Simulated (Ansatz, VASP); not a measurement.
# One calculation of Al3O, two programs

```
Al O
1.0
     2.81684    0.00000    0.00000
     0.00000    2.81684    0.00000
     0.00000    0.00000   21.10430
Al O
3 1
Cartesian
  1.4084 1.4084 4.0000
  0.0000 0.0000 6.0518
  1.4084 1.4084 8.1043
  2.8168 2.8168 8.3843
```

Alike in both runs: task single point; functional LDA; k mesh 9 × 9 × 1; occupations gaussian, width 0.1 eV; no spin polarisation.

```csv
,VASP,Ansatz
version,VASP 6.6.1,Ansatz 0.2.0
potentials or method,"VASP PAW LDA potentials, release 64 (Al, O), cutoff 520 eV","scalar-relativistic, plane waves, PAW"
valence electrons in the cell,15,15
```

```csv
,VASP,Ansatz,Ansatz less VASP
gap on the k mesh at the Fermi level (eV),none,none,-
rms of the force components (eV/Å),0.619,0.615,-0.0043
```

LDA's correlation is that of Perdew and Zunger in VASP and of Perdew and Wang (1992) in Ansatz. Atom by atom the forces differ by 0.004 eV/Å (rms over components). A gap of «none» marks a metal or a gap that the smearing closes.
